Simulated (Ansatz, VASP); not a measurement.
One calculation of KMgF3, two programs

```
CELL_PARAMETERS angstrom
3.99170 0.00000 0.00000
0.00000 3.99170 0.00000
0.00000 0.00000 3.99170
ATOMIC_POSITIONS crystal
K 0.50000 0.50000 0.50000
Mg 0.00000 0.00000 0.00000
F 0.50000 0.00000 0.00000
F 0.00000 0.50000 0.00000
F 0.00000 0.00000 0.50000
```

Alike in both runs: functional PBEsol; k mesh 6 × 6 × 6; occupations gaussian, width 0.02 eV; no spin polarisation.

Ansatz relaxed the structure, and its values are those at the end. VASP's run is a single point on that final structure, the one shown.

|  | VASP | Ansatz |
| --- | --- | --- |
| version | VASP 6.6.1 | Ansatz 0.2.0 |
| potentials or method | VASP PAW PBE potentials, release 64 (K_sv, Mg, F), cutoff 520 eV | scalar-relativistic, plane waves, PAW |
| valence electrons in the cell | 32 | 40 |

```csv
,VASP,Ansatz,Ansatz less VASP
gap on the k mesh at the Fermi level (eV),7.09,7.11,+0.023
least direct gap on the mesh (eV),7.42,7.44,+0.022
pressure (GPa),-0.4,0.0,+0.38
```

VASP's potentials were made for PBE, not for PBEsol. The functional is the same, so the differences come from potentials, cutoffs and numerics. VASP's potentials hold 32 valence electrons a cell and Ansatz's 40, so a difference there can come from the potentials and not from the codes.
